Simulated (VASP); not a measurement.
# BeTe: single point with PBEsol

Crystal: BeTe.

```
Be Te
1.0
     0.00000    2.80296    2.80296
     2.80296    0.00000    2.80296
     2.80296    2.80296    0.00000
Be Te
1 1
Direct
  0.00000 0.00000 0.00000
  0.75000 0.75000 0.75000
```

```yaml
Program: VASP 6.6.1
Task: single point
Functional: PBEsol
Potentials_or_basis: VASP PAW PBE potentials, release 64 (Be, Te)
Cutoff: 520 eV
k_mesh: 8 × 8 × 8
Occupations: gaussian, width 0.02 eV
Spin: no spin polarisation
Dipole_correction: no
Further_INCAR_settings: ALGO = Normal; EDIFF = 1e-06; NBANDS = 11
```

```
Pressure               : 0.2 GPa
Band gap on the k mesh : 1.82 eV, indirect (least direct gap 3.59 eV)
```

Levels at points of the mesh, in eV from the valence-band top:
```tsv
k point	band 1	band 2	band 3	band 4	band 5	band 6	band 7	band 8	band 9
(0.00, 0.00, 0.00)	-12.43	0.00	0.00	0.00	3.59	3.59	3.59	3.83	8.21
(0.50, 0.00, 0.00)	-11.04	-5.66	-1.16	-1.16	3.07	4.55	4.55	7.66	10.90
(0.50, 0.50, 0.00)	-10.54	-5.20	-2.71	-2.71	1.82	2.59	9.79	9.79	11.59
```

Run time: 16 s on 1 thread of Intel(R) Xeon(R) Platinum 8259CL CPU @ 2.50GHz (Skylake/Cascade Lake), on a shared host, peak memory 0.17 GiB.

Caveat: the PAW data sets were made with another functional, which shifts forces and pressure a little; spin-orbit coupling is left out, which moves the levels of the heavy elements. Expect the measured gap to be larger: semilocal functionals such as PBEsol lack the derivative discontinuity.
